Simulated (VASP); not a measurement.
# HfRh3 (Pm-3m) in VASP: a series of runs, part 2 of 2

VASP 6.6.1.

## 5. Relaxation of cell and atoms, LDA

This run uses another cell than the first one, of 15.17 Å³/atom, 1.052 times its volume.

Contents of INCAR:

```
  PREC = Accurate
  ENCUT = 600
  EDIFF = 1E-7
  ISMEAR = -1
  SIGMA = 0.05
  LREAL = F
  LASPH = T
  NELM = 80
  ALGO = Normal
  ISIF = 3
  LWAVE = F
  LCHARG = F
  GGA = CA
  IBRION = 2
  NSW = 80
  EDIFFG = -0.02
```

Contents of KPOINTS:

```
regular mesh
0
Gamma
  5 5 5
```

Contents of POSCAR:

```
HfRh3
1.0
    3.9300000000      0.0000000000      0.0000000000
    0.0000000000      3.9300000000      0.0000000000
    0.0000000000      0.0000000000      3.9300000000
Hf Rh
1 3
Direct
    0.0000000000      0.0000000000      0.0000000000
    0.0000000000      0.5000000000      0.5000000000
    0.5000000000      0.0000000000      0.5000000000
    0.5000000000      0.5000000000      0.0000000000
```

Potentials or basis: VASP PAW LDA potentials, release 64 (Hf_pv, Rh_pv).

Launch:

```sh
cat potpaw_LDA.64/Hf_pv/POTCAR potpaw_LDA.64/Rh_pv/POTCAR > POTCAR
mpirun -np 1 vasp_std > vasp.out
```

OUTCAR:

```text
PREC = Accurate
   ENCUT = 600
   EDIFF = 1E-7
   ISMEAR = -1
   LREAL = F
   LASPH = T
   NELM = 80
   ISIF = 3
   GGA = CA
   IBRION = 2
   NSW = 80
   EDIFFG = -0.02

 ion  position               nearest neighbor table
   1  0.000  0.000  0.000-   2 2.78   3 2.78   4 2.78   2 2.78   3 2.78   2 2.78   4 2.78   2 2.78
                             3 2.78   4 2.78   3 2.78   4 2.78
   2  0.000  0.500  0.500-   1 2.78   3 2.78   4 2.78   1 2.78   4 2.78   1 2.78   3 2.78   1 2.78
                             3 2.78   4 2.78   4 2.78   3 2.78
   3  0.500  0.000  0.500-   1 2.78   2 2.78   4 2.78   1 2.78   4 2.78   2 2.78   4 2.78   4 2.78
                             1 2.78   2 2.78   1 2.78   2 2.78
   4  0.500  0.500  0.000-   1 2.78   2 2.78   3 2.78   2 2.78   3 2.78   1 2.78   3 2.78   3 2.78
                             1 2.78   2 2.78   2 2.78   1 2.78

  LATTYP: Found a simple cubic cell.
 ALAT       =     3.9300000000

  Lattice vectors:

 A1 = (   3.9300000000,   0.0000000000,   0.0000000000)
 A2 = (   0.0000000000,   3.9300000000,   0.0000000000)
 A3 = (   0.0000000000,   0.0000000000,   3.9300000000)

Analysis of symmetry for initial positions (statically):
=====================================================================
 Subroutine PRICEL returns:
 Original cell was already a primitive cell.

 Routine SETGRP: Setting up the symmetry group for a
 simple cubic supercell.

 Subroutine GETGRP returns: Found 48 space group operations
[... 9 lines left out ...]

 Routine SETGRP: Setting up the symmetry group for a
 simple cubic supercell.

 Subroutine GETGRP returns: Found 48 space group operations
[... 11 lines left out ...]
                                     Primitive cell

  volume of cell :      60.6985

  direct lattice vectors                    reciprocal lattice vectors
     3.930000000  0.000000000  0.000000000     0.254452926  0.000000000  0.000000000
     0.000000000  3.930000000  0.000000000     0.000000000  0.254452926  0.000000000
     0.000000000  0.000000000  3.930000000     0.000000000  0.000000000  0.254452926

  length of vectors
     3.930000000  3.930000000  3.930000000     0.254452926  0.254452926  0.254452926

  position of ions in fractional coordinates (direct lattice)
     0.000000000  0.000000000  0.000000000
     0.000000000  0.500000000  0.500000000
     0.500000000  0.000000000  0.500000000
     0.500000000  0.500000000  0.000000000

  ion indices of the primitive-cell ions
   primitive index   ion index
                 1           1
                 2           2
                 3           3
                 4           4

----------------------------------------------------------------------------------------

 KPOINTS: regular mesh

Automatic generation of k-mesh.
 Grid dimensions read from file:
 generate k-points for:    5    5    5

 Generating k-lattice:

  Cartesian coordinates                     Fractional coordinates (reciprocal lattice)
     0.050890585  0.000000000  0.000000000     0.200000000  0.000000000  0.000000000
     0.000000000  0.050890585  0.000000000     0.000000000  0.200000000  0.000000000
     0.000000000  0.000000000  0.050890585     0.000000000  0.000000000  0.200000000

  Length of vectors
     0.050890585  0.050890585  0.050890585

  Shift w.r.t. Gamma in fractional coordinates (k-lattice)
     0.000000000  0.000000000  0.000000000

 Subroutine IBZKPT returns following result:
 ===========================================

 Found     10 irreducible k-points:

 Following reciprocal coordinates:
            Coordinates               Weight
  0.000000  0.000000  0.000000      1.000000
  0.200000  0.000000  0.000000      6.000000
  0.400000  0.000000  0.000000      6.000000
  0.200000  0.200000  0.000000     12.000000
  0.400000  0.200000  0.000000     24.000000
  0.400000  0.400000  0.000000     12.000000
  0.200000  0.200000  0.200000      8.000000
  0.400000  0.200000  0.200000     24.000000
  0.400000  0.400000  0.200000     24.000000
  0.400000  0.400000  0.400000      8.000000
   k-points           NKPTS =     10   k-points in BZ     NKDIM =     10   number of bands    NBANDS=     33
   number of dos      NEDOS =    301   number of ions     NIONS =      4
   total plane-waves  NPLWV =  32768
   dimension x,y,z NGX =    32 NGY =   32 NGZ =   32
   dimension x,y,z NGXF=    64 NGYF=   64 NGZF=   64
   ions per type =               1   3
   NGX,Y,Z   is equivalent  to a cutoff of  13.54, 13.54, 13.54 a.u.
   NGXF,Y,Z  is equivalent  to a cutoff of  27.07, 27.07, 27.07 a.u.
 SYSTEM =  unknown system
   PREC   = accura    normal or accurate (medium, high low for compatibility)
   ISTART =      0    job   : 0-new  1-cont  2-samecut
   ICHARG =      2    charge: 1-file 2-atom 10-const
   ISPIN  =      1    spin polarized calculation?
   LNONCOLLINEAR =      F non collinear calculations
   LSORBIT =      F    spin-orbit coupling
   LASPH  =      T    aspherical Exc in radial PAW
   ENCUT  =  600.0 eV  44.10 Ry    6.64 a.u.   7.85  7.85  7.85*2*pi/ulx,y,z
   NELM   =     80;   NELMIN=  2; NELMDL= -5     # of ELM steps
   EDIFF  = 0.1E-06   stopping-criterion for ELM
   LREAL  =      F    real-space projection
   EDIFFG = -.2E-01   stopping-criterion for IOM
   NSW    =     80    number of steps for IOM
   IBRION =      2    ionic relax: 0-MD 1-quasi-New 2-CG
   NFREE  =      1    steps in history (QN), initial steepest desc. (CG)
   ISIF   =      3    stress and relaxation
   ISYM   =      2    0-nonsym 1-usesym 2-fastsym
   POTIM  = 0.5000    time-step for ionic-motion
   TEBEG  =    0.0;   TEEND  =   0.0 temperature during run
   PSTRESS=    0.0 pullay stress
   NELECT =      55.0000    total number of electrons
   NUPDOWN=      -1.0000    fix difference up-down
   EMIN   =  10.00;   EMAX   =-10.00  energy-range for DOS
   EFERMI =   0.00;   METHOD = LEGACY
   ISMEAR =    -1;   SIGMA  =   0.05  broadening in eV -4-tet -1-fermi 0-gaus
   EFERMI_NEDOS =   21; number of points for ismear=-14 and -15
   IALGO  =     38    algorithm
   IMIX   =      4    mixing-type and parameters
     AMIX     =   0.40;   BMIX     =  1.00
     AMIX_MAG =   1.60;   BMIX_MAG =  1.00
  volume/ion in A,a.u.               =      15.17       102.40
  Fermi-wavevector in a.u.,A,eV,Ry     =   1.584175  2.993657 34.145326  2.509611
  Thomas-Fermi vector in A             =   2.683833
   LORBIT       =      0    0 simple, 1 ext, 2 COOP (PROOUT), +10 PAW based schemes
   GGA     = CA    functional components
   LHFCALC =     F    Hartree Fock is set to
   AEXX    =    0.0000 exact exchange contribution
   IVDW    =     0    specifies the selected vdW correction
   LEPSILON=     F    determine dielectric tensor
   LRPA    =     F    only Hartree local field effects (RPA)
 conjugate gradient relaxation of ions
 non-spin polarized calculation
  energy-cutoff  :      600.00
  volume of cell :       60.70
 maximum number of plane-waves:      2043
 NGX is ok and might be reduce to    32
   NGX = 15   NGY = 15   NGZ = 15

--------------------------------------- Ionic step        1  -------------------------------------------

 number of electron      55.0000012 magnetization

 Free energy of the ion-electron system (eV)
  ---------------------------------------------------
  ext. energy  EPLUGINS =         0.00000000
  ---------------------------------------------------
  free energy    TOTEN  =       -39.73813154 eV

  energy without entropy =      -39.70151431  energy(sigma->0) =      -39.71982293

------------------------ aborting loop because EDIFF is reached ----------------------------------------

  FORCE on cell =-STRESS in cart. coord.  units (eV):
  Direction    XX          YY          ZZ          XY          YZ          ZX
  --------------------------------------------------------------------------------------
  -------------------------------------------------------------------------------------
  Total       -4.6150225     -4.6150225     -4.6150225      0.0000000     -0.0000000     -0.0000000
  in kB     -121.8166782   -121.8166782   -121.8166782      0.0000000     -0.0000000     -0.0000000
  external PRESSURE =    -121.8166782 kB  Pullay stress =       0.0000000 kB
[... 61 lines left out ...]
  energy  without entropy=      -39.0587536888  energy(sigma->0) =      -39.07318558

--------------------------------------- Ionic step        3  -------------------------------------------

 number of electron      55.0000016 magnetization

 E-fermi :   9.9914     XC(G=0): -13.9356

 val. band max:        9.9893924092   @ k =   0.2000   0.0000   0.0000
 cond. band min:      10.0497375499   @ k =   0.4000   0.0000   0.0000
 fundamental gap:      0.0603451407
 Fermi energy:         9.9914331135

 k-point     1 :       0.0000    0.0000    0.0000
  band No.  band energies     occupation
      1     -36.1849      2.00000
      2     -36.1849      2.00000
      3     -36.1849      2.00000
      4     -35.9513      2.00000
      5     -35.9513      2.00000
      6     -35.9513      2.00000
[... 384 lines left out ...]
  energy  without entropy=      -39.8256713666  energy(sigma->0) =      -39.84280108

--------------------------------------- Ionic step        4  -------------------------------------------

 number of electron      55.0000016 magnetization

 Free energy of the ion-electron system (eV)
  ---------------------------------------------------
  ext. energy  EPLUGINS =         0.00000000
  ---------------------------------------------------
  free energy    TOTEN  =       -39.86016685 eV

  energy without entropy =      -39.82599594  energy(sigma->0) =      -39.84308139

 E-fermi :  10.0197     XC(G=0): -13.9470

 val. band max:       10.0179672870   @ k =   0.2000   0.0000   0.0000
 cond. band min:      10.0783603176   @ k =   0.4000   0.0000   0.0000
 fundamental gap:      0.0603930306
 Fermi energy:        10.0197441236

 k-point     1 :       0.0000    0.0000    0.0000
  band No.  band energies     occupation
      1     -36.1621      2.00000
      2     -36.1621      2.00000
      3     -36.1621      2.00000
      4     -35.9268      2.00000
      5     -35.9268      2.00000
      6     -35.9268      2.00000
[... 380 lines left out ...]
  FREE ENERGIE OF THE ION-ELECTRON SYSTEM (eV)
  ---------------------------------------------------
  free  energy   TOTEN  =       -39.8601668475 eV

  energy  without entropy=      -39.8259959356  energy(sigma->0) =      -39.84308139

 reached required accuracy - stopping structural energy minimisation
```

OSZICAR:

```text
N       E                     dE             d eps       ncg     rms          rms(c)
DAV:   1     0.643129043037E+03    0.64313E+03   -0.36193E+04   660   0.203E+03
DAV:   2    -0.163004050591E+02   -0.65943E+03   -0.64840E+03   717   0.587E+02
DAV:   3    -0.412775747061E+02   -0.24977E+02   -0.24405E+02   766   0.110E+02
[... 44 lines left out ...]
DAV:   3    -0.398602155595E+02    0.97698E-03   -0.43470E-03   759   0.372E-01    0.914E-02
DAV:   4    -0.398601651898E+02    0.50370E-04   -0.38094E-04   744   0.113E-01    0.472E-02
DAV:   5    -0.398601658666E+02   -0.67680E-06   -0.86654E-06   750   0.176E-02    0.447E-02
DAV:   6    -0.398601668706E+02   -0.10040E-05   -0.39410E-06   739   0.113E-02    0.595E-03
DAV:   7    -0.398601668475E+02    0.23098E-07   -0.48680E-07   632   0.478E-03
   4 F= -.39860167E+02 E0= -.39843081E+02  d E =-.122035E+00
```

CONTCAR:

```text
HfRh3
   1.00000000000000
     3.8633928188080287    0.0000000000000000   -0.0000000000000000
     0.0000000000000000    3.8633928188080287    0.0000000000000000
    -0.0000000000000000   -0.0000000000000000    3.8633928188080287
  Hf              Rh
     1     3
Direct
     0.0000000000000000    0.0000000000000000    0.0000000000000000
     0.0000000000000000    0.5000000000000000    0.5000000000000000
     0.5000000000000000    0.0000000000000000    0.5000000000000000
     0.5000000000000000    0.5000000000000000    0.0000000000000000

  0.00000000E+00  0.00000000E+00  0.00000000E+00
  0.00000000E+00  0.00000000E+00  0.00000000E+00
  0.00000000E+00  0.00000000E+00  0.00000000E+00
  0.00000000E+00  0.00000000E+00  0.00000000E+00
```

Wall time 30 s (1 thread of Intel Xeon 6975P-C (Granite Rapids), shared host); peak memory 0.17 GiB.

What came out:

- Free energy: -39.8602 eV
- Relaxed volume: 14.42 Å³/atom
- Relaxed cell: a = 3.863 Å, b = 3.863 Å, c = 3.863 Å, α = 90.00°, β = 90.00°, γ = 90.00°
- Space group after relaxing (to 0.05 Å): Pm-3m (No. 221)
- Energy gained by relaxing: 30.5 meV/atom
- Ionic steps: 4
- Pressure after relaxing: -0.1 GPa

Step by step:
| step | energy change (eV) | largest force (eV/Å) | pressure (GPa) | volume (Å³) |
| --- | --- | --- | --- | --- |
| 1 | 0.0000 | 0.0000 | -12.18 | 60.70 |
| 2 | 0.6505 | 0.0000 | 42.50 | 51.12 |
| 3 | -0.1218 | 0.0000 | -0.60 | 57.77 |
| 4 | -0.1220 | 0.0000 | -0.10 | 57.66 |

Final structure:
```
Hf Rh
1.0
     3.86339    0.00000    0.00000
     0.00000    3.86339    0.00000
     0.00000    0.00000    3.86339
Hf Rh
1 3
Direct
  0.00000 0.00000 0.00000
  0.00000 0.50000 0.50000
  0.50000 0.00000 0.50000
  0.50000 0.50000 0.00000
```

Caveat: spin-orbit coupling is left out, which moves the levels of the heavy elements.

## 6. The runs side by side

| task | cell | cutoff (eV) | gap on the mesh (eV) | pressure (GPa) | relaxed volume (Å³/atom) |
| --- | --- | --- | --- | --- | --- |
| single point | a = 3.864 Å, 4 atoms | 520 | none | -0.2 | - |
| relaxation of cell and atoms | relaxed from a = 3.864 Å, 4 atoms | 600 | none | 0.0 | 14.41 |
| relaxation of cell and atoms | relaxed from a = 3.930 Å, 4 atoms | 600 | none | -0.1 | 14.42 |

Alike in all rows: level LDA; potentials or basis VASP PAW LDA potentials, release 64 (Hf_pv, Rh_pv); no spin polarisation; k mesh 5 × 5 × 5; smearing fermi-dirac 0.05 eV.

Caveats: spin-orbit coupling is left out, which moves the levels of the heavy elements.

Absolute energies hang on the potentials; compare differences alone.
